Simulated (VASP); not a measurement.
A run of VASP 6.6.1 is set up as follows.

Contents of INCAR:

```
SYSTEM = PdPt2S6
  ALGO = Normal
  EDIFF = 1E-6
  ENCUT = 520
  GGA = PS
  ISIF = 2
  ISMEAR = 0
  LASPH = .True.
  LCHARG = .True.
  LELF = .True.
  LREAL = .False.
  LVHAR = .True.
  LWAVE = .False.
  NBANDS = 43
  NELM = 80
  PREC = Accurate
  SIGMA = 0.02
```

Contents of KPOINTS:

```
k-points
0
Gamma
  6 6 4
  0 0 0
```

Contents of POSCAR:

```
PdPt2S6
1.0
    6.1846191769      0.0000000000      0.0000000000
   -3.0923095885      5.3560373200      0.0000000000
    0.0000000000      0.0000000000      6.3169112000
Pd Pt S
1 2 6
Direct
    0.0000000000      0.0000000000      0.0000000000
    0.6666666667      0.3333333333      0.0000000000
    0.3333333333      0.6666666667      0.0000000000
    0.0000000000      0.3337650000      0.1949000000
    0.6662350000      0.6662350000      0.1949000000
    0.3337650000      0.0000000000      0.1949000000
    0.3337650000      0.3337650000      0.8051000000
    0.0000000000      0.6662350000      0.8051000000
    0.6662350000      0.0000000000      0.8051000000
```

Potentials or basis: VASP PAW PBE potentials, release 64 (Pd, Pt, S).

The run is started by

```console
$ cat potpaw_PBE.64/Pd/POTCAR potpaw_PBE.64/Pt/POTCAR potpaw_PBE.64/S/POTCAR > POTCAR
$ mpirun -np 1 vasp_std > vasp.out
```

Task: What does it give for the band gap on the k mesh?

Result: 1.13 eV (least direct gap 1.27 eV).

Task: Estimate the pressure.

Result: -3.8 GPa.

Task: What does it give for the largest force?

Result: 0.426 eV/Å.

Forces in eV/Å, atoms in the order of the input:
```
Pd   0.000  0.000  0.000
Pt   0.000  0.000  0.000
Pt   0.000  0.000  0.000
S   -0.004  0.008 -0.425
S   -0.004 -0.008 -0.425
S    0.009  0.000 -0.425
S    0.004  0.008  0.425
S    0.004 -0.008  0.425
S   -0.009  0.000  0.425
```

Caveat: the cell stands under tension; the PAW data sets were made with another functional, which shifts forces and pressure a little; spin-orbit coupling is left out, which moves the levels of the heavy elements; this functional lacks dispersion, which binds layers or chains, so the pressure and a relaxed spacing across them are unreliable. A k mesh can miss the band edges.
